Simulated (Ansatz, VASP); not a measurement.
**Te2Mo in VASP and in Ansatz**

INCAR

```
  PREC = Accurate
  ENCUT = 520
  EDIFF = 1E-6
  ISMEAR = 0
  SIGMA = 0.05
  LREAL = F
  LASPH = T
  NELM = 100
  ALGO = Normal
  ISIF = 2
  LWAVE = F
  LCHARG = F
  GGA = PE
  NBANDS = 35
```

The input KPOINTS:

```
regular mesh
0
Gamma
  12 12 2
```

The input POSCAR:

```
Te2Mo
1.0
    3.5570664331      0.0000000000      0.0000000000
   -1.7785332165      3.0805098940      0.0000000000
    0.0000000000      0.0000000000     15.2047186580
Te Mo
4 2
Direct
    0.3820265709      0.7640531417      0.6310943552
    0.6666666667      0.3333333333      0.1310943552
    0.3333333333      0.6666666667      0.8689056448
    0.6666666667      0.3333333333      0.3689056448
    0.3333333333      0.6666666667      0.2500000000
    0.6666666667      0.3333333333      0.7500000000
```

Input for Ansatz:

```yaml
crystal:
  lattice:
    - [3.5570664331, 0.0, 0.0]
    - [-1.7785332165, 3.080509894, 0.0]
    - [0.0, 0.0, 15.204718658]
  atoms:
    - { symbol: Te, position: [0.3820265709, 0.7640531417, 0.6310943552] }
    - { symbol: Te, position: [0.6666666667, 0.3333333333, 0.1310943552] }
    - { symbol: Te, position: [0.3333333333, 0.6666666667, 0.8689056448] }
    - { symbol: Te, position: [0.6666666667, 0.3333333333, 0.3689056448] }
    - { symbol: Mo, position: [0.3333333333, 0.6666666667, 0.25] }
    - { symbol: Mo, position: [0.6666666667, 0.3333333333, 0.75] }
basis:
  ecutwfc: 420
kpoints:
  mp_grid: { grid: [12, 12, 2] }
hamiltonian:
  xc: pbe
scf:
  occupations: { method: gaussian, width: 0.05 }
output:
  forces: true
  stress: true
  eigenvalues: true
```

Alike in both runs: task single point; functional PBE; k mesh 12 × 12 × 2; occupations gaussian, width 0.05 eV; no spin polarisation.

|  | VASP | Ansatz |
| --- | --- | --- |
| version | VASP 6.6.1 | Ansatz 0.2.0 |
| potentials or method | VASP PAW PBE potentials, release 64 (Te, Mo_sv), cutoff 520 eV | scalar-relativistic, plane waves, PAW |
| valence electrons in the cell | 52 | 92 |

|  | VASP | Ansatz | Ansatz less VASP |
| --- | --- | --- | --- |
| gap on the k mesh at the Fermi level (eV) | 0.96 | 0.96 | -0.005 |
| least direct gap on the mesh (eV) | 1.00 | 1.00 | +0.001 |
| pressure (GPa) | 0.8 | 0.8 | 0.00 |
| traceless stress, the component that is largest in VASP (GPa) | 3.84 | 3.85 | +0.013 |
| rms of the force components (eV/Å) | 0.807 | 0.809 | +0.0020 |

Atom by atom the forces differ by 0.006 eV/Å (rms over components). VASP's potentials hold 52 valence electrons a cell and Ansatz's 92, so a difference there can come from the potentials and not from the codes.

Neither program's run includes spin-orbit coupling.
